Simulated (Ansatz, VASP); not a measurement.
**One calculation of ZnCd2TeO2, two programs**

```
Zn Cd Te O
1.0
     4.22119    0.00000    0.00000
     0.00000    4.22119    0.00000
     0.00000    0.00000    6.71541
Zn Cd Te O
1 2 1 2
Direct
  0.00000 0.00000 0.50000
  0.50000 0.50000 0.70492
  0.50000 0.50000 0.29508
  0.50000 0.50000 0.00000
  0.00000 0.00000 0.71362
  0.00000 0.00000 0.28638
```

Alike in both runs: task single point; functional PBE; k mesh 4 × 4 × 4; occupations gaussian, width 0.1 eV; no spin polarisation.

|  | VASP | Ansatz |
| --- | --- | --- |
| version | VASP 6.6.1 | Ansatz 0.2.0 |
| potentials or method | VASP PAW PBE potentials, release 64 (Zn, Cd, Te, O), cutoff 520 eV | scalar-relativistic, plane waves, PAW |
| valence electrons in the cell | 54 | 80 |

|  | VASP | Ansatz | Ansatz less VASP |
| --- | --- | --- | --- |
| gap on the k mesh at the Fermi level (eV) | none | none | - |
| rms of the force components (eV/Å) | 9.362 | 9.217 | -0.1452 |

Atom by atom the forces differ by 0.315 eV/Å (rms over components). A gap of «none» marks a metal or a gap that the smearing closes. VASP's potentials hold 54 valence electrons a cell and Ansatz's 80, so a difference there can come from the potentials and not from the codes.

The k mesh is coarse, so the values compare programs but aren't converged. Spin-orbit coupling is off throughout.
